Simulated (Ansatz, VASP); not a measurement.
## Two plane-wave programs on Rb3Ru

```
Rb Ru
1.0
     7.45403    0.00000    0.00000
    -3.72702    6.45538    0.00000
     0.00000    0.00000    3.36566
Rb Ru
3 1
Direct
  0.50000 0.00000 0.00000
  0.00000 0.50000 0.00000
  0.50000 0.50000 0.00000
  0.00000 0.00000 0.00000
```

Alike in both runs: functional PBE; k mesh 3 × 3 × 4; occupations gaussian, width 0.1 eV; no spin polarisation.

Ansatz relaxed the structure, and its values are those at the end. VASP's run is a single point on that final structure, the one shown.

|  | VASP | Ansatz |
| --- | --- | --- |
| version | VASP 6.6.1 | Ansatz 0.2.0 |
| potentials or method | VASP PAW PBE potentials, release 64 (Rb_sv, Ru_pv), cutoff 520 eV | scalar-relativistic, plane waves, PAW |
| valence electrons in the cell | 41 | 43 |

```csv
,VASP,Ansatz,Ansatz less VASP
gap on the k mesh at the Fermi level (eV),none,none,-
pressure (GPa),0.2,0.2,-0.01
```

A gap of «none» marks a metal or a gap that the smearing closes. VASP's potentials hold 41 valence electrons a cell and Ansatz's 43, so a difference there can come from the potentials and not from the codes.

The k mesh is coarse, so the values compare programs but aren't converged.
